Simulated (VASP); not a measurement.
Write the native input for VASP 6.6.1 that does the following.

```yaml
Task: relaxation of cell and atoms
Functional: PBE
Potentials_or_basis: VASP PAW PBE potentials, release 64 (W_sv, S)
Cutoff: 600 eV
k_mesh: 12 × 12 × 2
Occupations: gaussian, width 0.02 eV
Spin: no spin polarisation
Dipole_correction: no
Further_INCAR_settings: ALGO = Normal; EDIFF = 1e-06; IBRION = 2; EDIFFG = -0.005; NSW = 100; ISIF = 3
```

The structure of WS2 lies in POSCAR:

```
WS2
1.0
    3.1877751456      0.0000000029      0.0000000000
   -1.5938875753      2.7606942562      0.0000000000
    0.0000000000      0.0000000000     14.8712383731
W S
2 4
Direct
    0.3333333333      0.6666666667      0.2500000000
    0.6666666667      0.3333333333      0.7500000000
    0.3333333333      0.6666666667      0.6443538095
    0.6666666667      0.3333333333      0.1443538095
    0.3333333333      0.6666666667      0.8556461905
    0.6666666667      0.3333333333      0.3556461905
```

These files were run (other wordings do the same):

INCAR

```
SYSTEM = WS2
PREC = Accurate ; ENCUT = 600
EDIFF = 1E-6 ; ISMEAR = 0
SIGMA = 0.02 ; LREAL = .False.
LASPH = .True. ; NELM = 80
ALGO = Normal ; ISIF = 3
LWAVE = .False. ; LCHARG = .False.
GGA = PE ; IBRION = 2
NSW = 100 ; EDIFFG = -0.005
```

KPOINTS

```
Automatic mesh
0
Gamma
  12 12 2
  0 0 0
```

Potentials or basis: VASP PAW PBE potentials, release 64 (W_sv, S).

Run with:

```sh
$ cat potpaw_PBE.64/W_sv/POTCAR potpaw_PBE.64/S/POTCAR > POTCAR
$ mpirun -np 1 vasp_std > vasp.out
```

Results of the run:

- Pressure after relaxing: 0.0 GPa
- Band gap on the k mesh: 1.64 eV, indirect (least direct gap 1.80 eV)

Caveat: the relaxation stopped at its first step, so nothing moved; spin-orbit coupling is left out, which moves the levels of the heavy elements; this functional lacks dispersion, which binds the layers, so the pressure and a relaxed spacing across them are unreliable.

It took 2.3 min on 1 thread of AMD EPYC 9R45 96-Core Processor (Zen 5), on a shared host, peak memory 0.35 GiB.
